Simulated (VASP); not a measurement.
Write the native input for VASP 6.6.1 that does the following.

- Task: single point
- Functional: LDA
- Potentials or basis: VASP PAW LDA potentials, release 64 (Rh_pv)
- Cutoff: 520 eV
- k mesh: 15 × 15 × 15
- Occupations: fermi-dirac, width 0.05 eV
- Spin: collinear spin, ferromagnetic start
- Starting moments: [0.2] μB
- Fixed moment: 0.2 μB
- Dipole correction: no
- Further INCAR settings: ALGO = Normal; EDIFF = 1e-07; NBANDS = 18

The structure of Rh lies in POSCAR:

```
Rh
1.0
    0.0000000000      1.8978500000      1.8978500000
    1.8978500000      0.0000000000      1.8978500000
    1.8978500000      1.8978500000      0.0000000000
Rh
1
Direct
    0.0000000000      0.0000000000      0.0000000000
```

These files were run (other wordings do the same):

INCAR

```
PREC = Accurate ; ENCUT = 520
EDIFF = 1E-7 ; ISMEAR = -1
SIGMA = 0.05 ; LREAL = False
LASPH = True ; NELM = 150
ALGO = Normal ; ISIF = 2
LWAVE = False ; LCHARG = False
ISPIN = 2 ; MAGMOM = 0.2
LORBIT = 11 ; NUPDOWN = 0.2
LMAXMIX = 4 ; GGA = CA
NBANDS = 18
```

KPOINTS

```
regular mesh
0
Gamma
  15 15 15
```

Potentials or basis: VASP PAW LDA potentials, release 64 (Rh_pv).

Launch:

```console
$ cat potpaw_LDA.64/Rh_pv/POTCAR > POTCAR
$ mpirun -np 1 vasp_std > vasp.out
```

It gave:

```json
{
 "Pressure": "-8.6 GPa",
 "Net moment": "0.20 μB per cell",
 "Site moments": "Rh +0.20 μB",
 "Valence electrons inside the program's atomic spheres": "Rh 13.79"
}
```

Caveat: the cell stands under tension; the total moment is fixed, so each spin has its own Fermi level and the state may be an excited one.

Wall time 37 s on 1 thread of Intel(R) Xeon(R) Platinum 8559C (Emerald Rapids), on a shared host, peak memory 0.15 GiB.
